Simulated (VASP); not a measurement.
# C (Cmmm) in VASP: a series of runs, part 2 of 2

VASP 6.6.1.

## 4. Single point, PBE

This run uses another cell than the first one, of 10.79 Å³/atom, 1.639 times its volume.

INCAR

```
SYSTEM = C
ALGO = Normal
EDIFF = 1E-7
ENCUT = 520
GGA = PE
ISIF = 2
ISMEAR = 0
LASPH = .True.
LCHARG = .False.
LREAL = .False.
LWAVE = .False.
NBANDS = 13
NELM = 100
PREC = Accurate
SIGMA = 0.1
```

KPOINTS

```
k-points
0
Gamma
  8 8 6
  0 0 0
```

POSCAR

```
C
1.0
    1.1793609005     -4.0129620890      0.0000000000
    1.1793609005      4.0129620890      0.0000000000
    0.0000000000      0.0000000000      3.4202298744
C
3
Direct
    0.5000000000      0.5000000000      0.7990368634
    0.5000000000      0.5000000000      0.2009631366
    0.0000000000      0.0000000000      0.5000000000
```

Run with:

```
$ cat potpaw_PBE.64/C/POTCAR > POTCAR
$ mpirun -np 1 vasp_std > vasp.out
```

Run time: 48 s. Hardware: 1 thread of Intel Xeon Platinum 8175M at 2.50GHz (Skylake/Cascade Lake), shared host; peak memory 0.17 GiB.

The run converged. Its results:

```
Free energy            : -22.3600 eV
Pressure               : 0.3 GPa
Largest force          : 0.027 eV/Å
Band gap on the k mesh : zero (band 6 reaches 6.48 eV, above the bottom of band 7 at 2.47 eV)
```

Forces on the atoms (eV/Å):
```
C    0.000  0.000 -0.027
C    0.000  0.000  0.027
C    0.000  0.000  0.000
```

Levels at points of the mesh, in eV from the Fermi level:
| k point | band 2 | band 3 | band 4 | band 5 | band 6 | band 7 | band 8 | band 9 | band 10 | band 11 |
| --- | --- | --- | --- | --- | --- | --- | --- | --- | --- | --- |
| (0.00, 0.00, 0.00) | -11.58 | -9.81 | -7.06 | -4.26 | 3.17 | 3.47 | 3.80 | 5.85 | 8.65 | 9.49 |
| (0.50, 0.00, 0.00) | -13.65 | -10.03 | -6.57 | -3.14 | -2.80 | -0.63 | 2.22 | 4.95 | 10.40 | 11.10 |
| (0.50, 0.50, 0.00) | -11.56 | -9.77 | -7.77 | -4.27 | 2.75 | 3.43 | 5.85 | 7.47 | 8.61 | 9.49 |
| (0.00, 0.00, 0.50) | -16.59 | -4.79 | -4.57 | -3.59 | -2.73 | 0.63 | 6.11 | 6.51 | 8.78 | 9.42 |
| (0.50, 0.00, 0.50) | -13.10 | -12.05 | -10.16 | -1.66 | -0.16 | 0.85 | 1.39 | 9.20 | 9.74 | 10.65 |
| (0.50, 0.50, 0.50) | -16.54 | -5.43 | -4.56 | -4.27 | -2.73 | 0.62 | 8.77 | 9.37 | 9.58 | 10.17 |

## 5. Relaxation of cell and atoms, PBE

INCAR

```
SYSTEM = C
ALGO = Normal
EDIFF = 1E-7
EDIFFG = -0.04
ENCUT = 600
GGA = PE
IBRION = 2
ISIF = 3
ISMEAR = 0
LASPH = .TRUE.
LCHARG = .FALSE.
LREAL = .FALSE.
LWAVE = .FALSE.
NELM = 80
NSW = 90
PREC = Accurate
SIGMA = 0.1
```

KPOINTS

```
k-points
0
G
  8 8 4
  0 0 0
```

POSCAR

```
C
1.0
    1.1881884100     -1.7012909400      0.0000000000
    1.1881884100      1.7012909400      0.0000000000
    0.0000000000      0.0000000000      4.8843480900
C
3
Direct
    0.5000000000      0.5000000000      0.6905752200
    0.5000000000      0.5000000000      0.3094247800
    0.0000000000      0.0000000000      0.5000000000
```

Run with:

```
$ cat potpaw_PBE.64/C/POTCAR > POTCAR
$ mpirun -np 1 vasp_std > vasp.out
```

Run time: 3.5 min. Hardware: 1 thread of Intel Xeon Platinum 8175M at 2.50GHz (Skylake/Cascade Lake), shared host; peak memory 0.14 GiB.

It converged, with:

- Free energy: -19.3392 eV
- Relaxed volume: 9.95 Å³/atom
- Relaxed cell: a = 2.895 Å, b = 2.895 Å, c = 4.671 Å, α = 90.00°, β = 90.00°, γ = 130.30°
- Space group after relaxing (to 0.05 Å): Cmmm (No. 65)
- Energy gained by relaxing: 1392.8 meV/atom
- Ionic steps: 19
- Pressure after relaxing: -0.3 GPa
- Largest force after relaxing: 0.011 eV/Å
- Band gap on the k mesh: zero (band 6 reaches 6.07 eV, above the bottom of band 7 at 2.13 eV)

Forces on the atoms (eV/Å):
```
C    0.000  0.000  0.011
C    0.000  0.000 -0.011
C    0.000  0.000  0.000
```

Stress tensor (GPa, compression positive):
```
-0.13  0.00  0.00
 0.00 -0.10  0.00
 0.00  0.00 -0.58
```

The path:
```tsv
step	energy change (eV)	largest force (eV/Å)	pressure (GPa)	volume (Å³)
1	0.0000	3.9367	90.98	19.75
2	-1.1776	4.2721	-30.88	32.23
3	-2.1433	2.0961	-5.73	26.04
4	-3.2565	2.2682	1.08	27.26
5	-1.5968	4.7446	68.10	27.98
6	-3.6017	1.4901	11.05	27.62
7	-3.6063	0.9476	21.59	27.83
8	-3.8778	0.8467	13.06	30.59
9	-3.8854	0.7439	14.22	30.12
10	-4.1133	0.6558	-6.65	31.46
11	-4.1143	0.5414	-5.33	31.36
12	-4.1502	0.4222	-4.07	30.91
13	-4.1746	0.0310	-1.76	30.27
14	-4.1750	0.0725	-1.41	30.18
15	-4.1769	0.1350	-0.15	30.00
16	-4.1771	0.1493	0.36	29.93
17	-4.1782	0.0467	0.19	29.85
18	-4.1783	0.0165	0.16	29.83
19	-4.1785	0.0113	-0.27	29.85
```

Final structure:
```
CELL_PARAMETERS angstrom
1.21642 -2.62663 0.00000
1.21642 2.62663 0.00000
0.00000 0.00000 4.67089
ATOMIC_POSITIONS crystal
C 0.50000 0.50000 0.68546
C 0.50000 0.50000 0.31454
C 0.00000 0.00000 0.50000
```

Levels at points of the mesh, in eV from the Fermi level:
```
           k point  band 3  band 4  band 5  band 6  band 7  band 8  band 9  band 10
(0.00, 0.00, 0.00)   -6.55   -5.21   -3.99    2.89    3.27    3.42    6.22     7.35
(0.50, 0.00, 0.00)   -8.19   -5.24   -2.46   -1.90   -1.05    2.54    6.97     7.31
(0.50, 0.50, 0.00)   -9.50   -6.95   -3.42   -1.44    3.00    3.60    5.23     5.32
(0.00, 0.00, 0.50)   -6.54   -3.96   -3.03   -0.13    3.09    3.34    6.47     7.51
(0.50, 0.00, 0.50)   -8.31   -5.88   -1.80   -1.72   -0.21    2.20    5.46     9.40
(0.50, 0.50, 0.50)   -9.42   -6.94   -2.08   -1.68    1.35    2.90    5.43     7.07
```

Caveat: the k points lie up to 0.36 Å⁻¹ apart in the final cell; the volume moved by over 15 % at a fixed basis, so the end points are rough; this functional lacks dispersion, which binds the layers, so the pressure and a relaxed spacing across them are unreliable.

## 6. The runs side by side

```csv
task,cell,k mesh,cutoff (eV),gap on the mesh (eV),pressure (GPa),largest force (eV/Å)
single point,"a = 2.075, b = 2.075, c = 4.884 Å, angles 90.0, 90.0, 110.1°, 3 atoms",8 × 8 × 4,520,none,91.5,3.94
single point,"a = 3.907, b = 3.907, c = 3.412 Å, angles 90.0, 90.0, 144.9°, 3 atoms",8 × 8 × 4,520,none,0.3,0.01
single point,"a = 4.183, b = 4.183, c = 3.420 Å, angles 90.0, 90.0, 147.2°, 3 atoms",8 × 8 × 6,520,none,0.3,0.03
relaxation of cell and atoms,"relaxed from a = 2.075, b = 2.075, c = 4.884 Å, angles 90.0, 90.0, 110.1°, 3 atoms",8 × 8 × 4,600,none,-0.3,0.01
```

Alike in all rows: level PBE; potentials or basis VASP PAW PBE potentials, release 64 (C); no spin polarisation; smearing gaussian 0.1 eV.

Caveats: some runs use coarse meshes; forces of over 1 eV/Å act on the atoms, so gaps and moduli don't describe the material at rest (some runs); the volume moved by over 15 % at a fixed basis, so the end points are rough (some runs); this functional lacks dispersion, which binds the layers, so the pressure and a relaxed spacing across them are unreliable (some runs).

Total energies depend on the potentials used, so only differences within one code and one set of settings carry meaning.
